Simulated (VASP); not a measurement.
Set up this calculation in VASP 6.6.1, as the native input.

```yaml
Task: single point
Functional: PBEsol
Potentials_or_basis: VASP PAW PBE potentials, release 64 (Hf_pv, C)
Cutoff: 520 eV
k_mesh: 15 × 15 × 15
Occupations: fermi-dirac, width 0.05 eV
Spin: no spin polarisation
Dipole_correction: no
Further_INCAR_settings: ALGO = Normal; EDIFF = 1e-06; NBANDS = 14
```

The structure of HfC lies in POSCAR:

```
HfC
1.0
    0.0697500000      2.3598750000      2.3598750000
    2.3598750000      0.0697500000      2.3598750000
    2.3598750000      2.3598750000      0.0697500000
Hf C
1 1
Direct
    0.5000000000      0.5000000000      0.5000000000
    0.0000000000      0.0000000000      0.0000000000
```

This cell differs from its parent crystal: equal xy, yz and zx shear strains of +3 %.

The input as run:

INCAR

```
ALGO     = Normal         # electronic algorithm
EDIFF    = 1E-6           # SCF threshold, eV
ENCUT    = 520            # plane-wave cutoff, eV
GGA      = PS             # functional
ISIF     = 2              # what is computed and relaxed
ISMEAR   = -1             # smearing method
LASPH    = True           # aspherical terms in the spheres
LCHARG   = False          # write CHGCAR
LREAL    = False          # projectors in reciprocal space
LWAVE    = False          # write WAVECAR
NBANDS   = 14             # bands
NELM     = 80             # most SCF steps
PREC     = Accurate       # precision mode
SIGMA    = 0.05           # smearing width, eV
```

KPOINTS

```
k-points
0
Gamma
  15 15 15
```

Potentials or basis: VASP PAW PBE potentials, release 64 (Hf_pv, C).

The run is started by

```sh
$ cat potpaw_PBE.64/Hf_pv/POTCAR potpaw_PBE.64/C/POTCAR > POTCAR
$ mpirun -np 1 vasp_std > vasp.out
```

Results of the run:

The pressure is -6.8 GPa. The band gap on the k mesh is zero (bands 7 and 8 overlap by 1.41 eV).

Caveat: the cell differs from its parent crystal (equal xy, yz and zx shear strains of +3 %); the cell stands under tension; the PAW data sets were made with another functional, which shifts forces and pressure a little; spin-orbit coupling is left out, which moves the levels of the heavy elements.

Run time: 3.1 min on 1 thread of Intel Xeon 8259CL (shared host), peak memory 0.26 GiB.
